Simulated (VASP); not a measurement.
A run of VASP 6.6.1:

The input INCAR:

```
PREC = Accurate ; ENCUT = 520
EDIFF = 1E-6 ; ISMEAR = -1
SIGMA = 0.1 ; LREAL = False
LASPH = True ; NELM = 60
ALGO = Normal ; ISIF = 2
LWAVE = False ; LCHARG = True
GGA = RP ; LELF = True
LVHAR = True ; NBANDS = 20
```

Contents of KPOINTS:

```
regular mesh
0
Gamma
  9 9 9
```

File POSCAR:

```
Tl
1.0
    0.0000000000      3.5655458174      3.5655458174
    3.5655458174      0.0000000000      3.5655458174
    3.5655458174      3.5655458174      0.0000000000
Tl
2
Direct
    0.1250000000      0.1250000000      0.1250000000
    0.8750000000      0.8750000000      0.8750000000
```

Potentials or basis: VASP PAW PBE potentials, release 64 (Tl_d).

Run with:

```console
$ cat potpaw_PBE.64/Tl_d/POTCAR > POTCAR
$ mpirun -np 1 vasp_std > vasp.out
```

Hardware: 1 thread of AMD EPYC 9R45 96-Core Processor (Zen 5), with other jobs on the host.

Q: How long does it take, and how much memory?

A: Run time: 34 s on 1 thread of AMD EPYC 9R45 96-Core Processor (Zen 5), with other jobs on the host, peak memory 0.22 GiB. Counts: scf iterations 12, k points 35.
